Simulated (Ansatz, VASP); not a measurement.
One calculation of Fe, two programs

INCAR

```
SYSTEM = Fe
PREC     = Accurate       ! precision mode
ENCUT    = 520            ! plane-wave cutoff, eV
EDIFF    = 1E-7           ! SCF threshold, eV
ISMEAR   = -1             ! smearing method
SIGMA    = 0.05           ! smearing width, eV
LREAL    = .False.        ! projectors in reciprocal space
LASPH    = .True.         ! aspherical terms in the spheres
NELM     = 150            ! most SCF steps
ALGO     = Normal         ! electronic algorithm
ISIF     = 2              ! what is computed and relaxed
LWAVE    = .False.        ! write WAVECAR
LCHARG   = .True.         ! write CHGCAR
ISPIN    = 2              ! spin polarisation
MAGMOM   = 1.551 -1.551   ! initial moments
LORBIT   = 11             ! projections on sites
LMAXMIX  = 4              ! l up to which the mixer works
GGA      = PE             ! functional
LELF     = .True.         ! ELF
LVHAR    = .True.       
NBANDS   = 19             ! bands
```

KPOINTS

```
Automatic mesh
0
Gamma
  21 21 14
  0 0 0
```

File POSCAR:

```
Fe
1.0
    2.4214045604      0.0000000000      0.0000000000
    0.0000000000      2.4214045604      0.0000000000
    0.0000000000      0.0000000000      3.6811585483
Fe
2
Direct
    1.0000000000      1.0000000000      0.0000000000
    0.5000000000      0.5000000000      0.5000000000
```

Input for Ansatz:

```yaml
crystal:
  lattice:
    - [2.4214045604, 0.0, 0.0]
    - [0.0, 2.4214045604, 0.0]
    - [0.0, 0.0, 3.6811585483]
  atoms:
    - { symbol: Fe, position: [1.0, 1.0, 0.0], spin: 1.551 }
    - { symbol: Fe, position: [0.5, 0.5, 0.5], spin: -1.551 }
hamiltonian:
  xc: pbe
  pseudopotentials:
    kind: paw
    azcp:
      Fe: "pseudopotentials/Fe.paw.azcp"
basis:
  ecutwfc: 420
  fft_grid_basis: typed
kpoints:
  mp_grid: { grid: [21, 21, 14], shift: [0, 0, 0] }
magnetization:
  spin_polarized: true
scf:
  occupations: { method: fermi_dirac, width: 0.05 }
```

Alike in both runs: task single point; functional PBE; k mesh 21 × 21 × 14; occupations fermi-dirac, width 0.05 eV; collinear spin.

```csv
,VASP,Ansatz
version,VASP 6.6.1,Ansatz 0.2.0
potentials or method,"VASP PAW PBE potentials, release 64 (Fe), cutoff 520 eV","plane waves (420 eV) with PAW, scalar-relativistic"
valence electrons in the cell,16,32
```

VASP gave:

- net moment per atom (μB): 0.00
- size of the moment on the site where the two differ most (μB): 1.58

**Question.** Which values does Ansatz return?

**Answer.** net moment per atom (μB): 0.00; size of the moment on the site where the two differ most (μB): 1.54.

Site moments also hang on the region over which each program counts them. VASP's potentials hold 16 valence electrons a cell and Ansatz's 32, so a difference there can come from the potentials and not from the codes.
